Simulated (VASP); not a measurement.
A run of VASP 6.6.1 is set up as follows.

File INCAR:

```
SYSTEM = C
PREC = Accurate ; ENCUT = 520
EDIFF = 1E-6 ; ISMEAR = 0
SIGMA = 0.05 ; LREAL = .FALSE.
LASPH = .TRUE. ; NELM = 60
ALGO = Normal ; ISIF = 2
LWAVE = .FALSE. ; LCHARG = .FALSE.
GGA = PE ; NBANDS = 11
```

The input KPOINTS:

```
Automatic mesh
0
G
  12 12 12
  0 0 0
```

File POSCAR:

```
C
1.0
    0.0000000000      1.7902018757      1.7902018757
    1.7857375319      0.0044643438      1.7857375319
    1.7857375319      1.7857375319      0.0044643438
C
2
Direct
    0.5000000000      0.5000000000      0.5000000000
    0.7500000000      0.7500000000      0.7500000000
```

Potentials or basis: VASP PAW PBE potentials, release 64 (C).

Launch:

```console
$ cat potpaw_PBE.64/C/POTCAR > POTCAR
$ mpirun -np 1 vasp_std > vasp.out
```

Task: What does it give for the largest force?

Result: 0.015 eV/Å.

Task: Predict the pressure.

Result: 0.7 GPa.

Forces on the atoms (eV/Å):
```
C    0.015  0.000  0.000
C   -0.015  0.000  0.000
```

Caveat: the cell differs from its parent crystal (strain +0.0050 x Voigt [0, 0, 0, 1, 0, 0]).
